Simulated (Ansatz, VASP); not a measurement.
**One calculation of InSe2, two programs**

```
In Se
1.0
     3.80360    0.00000    0.00000
     0.00000    3.80360    0.00000
     0.00000    0.00000    8.53756
In Se
2 4
Direct
  0.00000 0.50000 0.70359
  0.50000 0.00000 0.29641
  0.00000 0.50000 0.36578
  0.50000 0.00000 0.63422
  0.00000 0.00000 0.00000
  0.50000 0.50000 0.00000
```

Alike in both runs: task single point; functional PBE; k mesh 12 × 12 × 6; occupations gaussian, width 0.15 eV; no spin polarisation.

```csv
,VASP,Ansatz
version,VASP 6.6.1,Ansatz 0.2.0
potentials or method,"VASP PAW PBE potentials, release 64 (In_d, Se), cutoff 520 eV","scalar-relativistic, plane waves, PAW"
valence electrons in the cell,50,90
```

|  | VASP | Ansatz | Ansatz less VASP |
| --- | --- | --- | --- |
| gap on the k mesh at the Fermi level (eV) | none | none | - |
| pressure (GPa) | 10.8 | 10.7 | -0.09 |
| traceless stress, the component that is largest in VASP (GPa) | 1.92 | 1.94 | +0.016 |
| rms of the force components (eV/Å) | 0.016 | 0.016 | +0.0006 |

Atom by atom the forces differ by 0.001 eV/Å (rms over components). A gap of «none» marks a metal or a gap that the smearing closes. VASP's potentials hold 50 valence electrons a cell and Ansatz's 90, so a difference there can come from the potentials and not from the codes.
